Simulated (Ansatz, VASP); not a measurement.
## Two plane-wave programs on GaSi3S2

```
Ga Si S
1.0
     3.39917   -4.10279    0.00000
     3.39917    4.10279    0.00000
     0.00000    0.00000    4.03447
Ga Si S
1 3 2
Direct
  0.50000 0.50000 0.50000
  0.00000 0.00000 0.50000
  0.00000 0.50000 0.50000
  0.50000 0.00000 0.50000
  0.78206 0.21794 0.00000
  0.21794 0.78206 0.00000
```

Alike in both runs: functional PBE; k mesh 8 × 8 × 8; occupations gaussian, width 0.1 eV; no spin polarisation.

Ansatz relaxed the structure, and its values are those at the end. VASP's run is a single point on that final structure, the one shown.

|  | VASP | Ansatz |
| --- | --- | --- |
| version | VASP 6.6.1 | Ansatz 0.2.0 |
| potentials or method | VASP PAW PBE potentials, release 64 (Ga_d, Si, S), cutoff 520 eV | scalar-relativistic, plane waves, PAW |
| valence electrons in the cell | 37 | 37 |

|  | VASP | Ansatz | Ansatz less VASP |
| --- | --- | --- | --- |
| gap on the k mesh at the Fermi level (eV) | none | none | - |
| pressure (GPa) | 0.0 | 0.0 | +0.01 |

A gap of «none» marks a metal or a gap that the smearing closes.
